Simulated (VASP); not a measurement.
## PbS: single point with r2SCAN

The system is PbS.

```
CELL_PARAMETERS angstrom
0.00000 2.96500 2.96500
2.96500 0.00000 2.96500
2.96500 2.96500 0.00000
ATOMIC_POSITIONS crystal
Pb 0.00000 0.00000 0.00000
S 0.49513 0.49513 0.49513
```

This cell differs from its parent crystal: all S atoms moved -0.050 Å, as atom 2 along Cartesian [1 1 1].

* Program: VASP 6.6.1
* Task: single point
* Functional: r2SCAN
* Potentials or basis: VASP PAW PBE potentials, release 64 (Pb_d, S)
* Cutoff: 550 eV
* k mesh: 8 × 8 × 8
* Occupations: gaussian, width 0.05 eV
* Spin: no spin polarisation
* Dipole correction: no
* Further INCAR settings: ALGO = Normal; EDIFF = 1e-06; NBANDS = 17

* Pressure: 1.4 GPa
* Largest force: 0.022 eV/Å
* Band gap on the k mesh: 0.63 eV, direct

Forces in eV/Å, atoms in the order of the input:
```
Pb  -0.013 -0.013 -0.013
S    0.013  0.013  0.013
```

Levels at points of the mesh, in eV from the valence-band top:
| k point | band 8 | band 9 | band 10 | band 11 | band 12 | band 13 |
| --- | --- | --- | --- | --- | --- | --- |
| (0.00, 0.00, 0.00) | -2.35 | -2.35 | -2.34 | 5.52 | 5.55 | 5.55 |
| (0.50, 0.00, 0.00) | -1.95 | -1.94 | 0.00 | 0.63 | 2.18 | 2.19 |
| (0.50, 0.50, 0.50) | -1.94 | -1.94 | -0.02 | 0.64 | 2.18 | 2.18 |
| (0.50, 0.50, 0.00) | -5.39 | -3.63 | -3.62 | 4.12 | 6.01 | 6.09 |

It took 58 s on 1 thread of Intel(R) Xeon(R) 6975P-C (Granite Rapids), on a shared host, peak memory 0.22 GiB.

Caveat: the cell differs from its parent crystal (all S atoms moved -0.050 Å, as atom 2 along Cartesian [1 1 1]); the PAW data sets were made with another functional, which shifts forces and pressure a little; spin-orbit coupling is left out, which moves the levels of the heavy elements. A k mesh can miss the band edges.
